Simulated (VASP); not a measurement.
AlGa3N4: single point with LDA

AlGa3N4:

```
CELL_PARAMETERS angstrom
4.18055 -0.12486 -0.12486
-0.12486 4.18055 -0.12486
-0.12486 -0.12486 4.18055
ATOMIC_POSITIONS crystal
Al 0.00000 0.00000 0.00000
Ga 0.50000 0.50000 0.00000
Ga 0.50000 0.00000 0.50000
Ga 0.00000 0.50000 0.50000
N 0.75481 0.75481 0.24519
N 0.75481 0.24519 0.75481
N 0.24519 0.75481 0.75481
N 0.24519 0.24519 0.24519
```

| Property | Result |
| --- | --- |
| Program | VASP 6.6.1 |
| Task | single point |
| Functional | LDA |
| Potentials or basis | VASP PAW LDA potentials, release 64 (Al, Ga_d, N) |
| Cutoff | 520 eV |
| k mesh | 6 × 6 × 6 |
| Occupations | gaussian, width 0.05 eV |
| Spin | no spin polarisation |
| Dipole correction | no |
| Further INCAR settings | ALGO = Normal; EDIFF = 1e-07; NBANDS = 41 |

| Quantity | Value |
| --- | --- |
| Pressure | 57.2 GPa |
| Largest force | 2.961 eV/Å |
| Band gap on the k mesh | 3.05 eV, direct |

Forces on the atoms (eV/Å):
```
Al  -1.633 -1.633 -1.633
Ga  -1.741 -1.741 -1.646
Ga  -1.741 -1.646 -1.741
Ga  -1.646 -1.741 -1.741
N    1.798  1.798  1.515
N    1.798  1.515  1.798
N    1.515  1.798  1.798
N    1.649  1.649  1.649
```

Stress tensor (GPa, compression positive):
```
57.19 23.74 23.74
23.74 57.19 23.74
23.74 23.74 57.19
```

Levels at points of the mesh, in eV from the valence-band top:
| k point | band 27 | band 28 | band 29 | band 30 | band 31 | band 32 | band 33 | band 34 | band 35 | band 36 |
| --- | --- | --- | --- | --- | --- | --- | --- | --- | --- | --- |
| (0.00, 0.00, 0.00) | -2.85 | -2.83 | -0.41 | -0.41 | 0.00 | 3.05 | 3.09 | 3.09 | 3.35 | 7.49 |
| (0.50, 0.00, 0.00) | -3.11 | -2.53 | -2.09 | -1.79 | -1.35 | 5.26 | 5.30 | 6.16 | 6.21 | 8.98 |
| (0.50, 0.50, 0.00) | -3.69 | -1.63 | -1.58 | -1.19 | -0.90 | 7.12 | 7.39 | 7.71 | 7.82 | 8.10 |
| (0.50, 0.50, 0.50) | -1.24 | -1.24 | -0.95 | -0.87 | -0.87 | 5.48 | 6.39 | 6.39 | 7.44 | 9.53 |

Run time: 42 s on 1 thread of Intel(R) Xeon(R) 6975P-C (Granite Rapids), with other jobs on the host, peak memory 0.2 GiB.

Caveat: forces of over 1 eV/Å act on the atoms, so gaps and moduli don't describe the material at rest. LDA gaps usually lie below the measured ones, often by a third to a half.
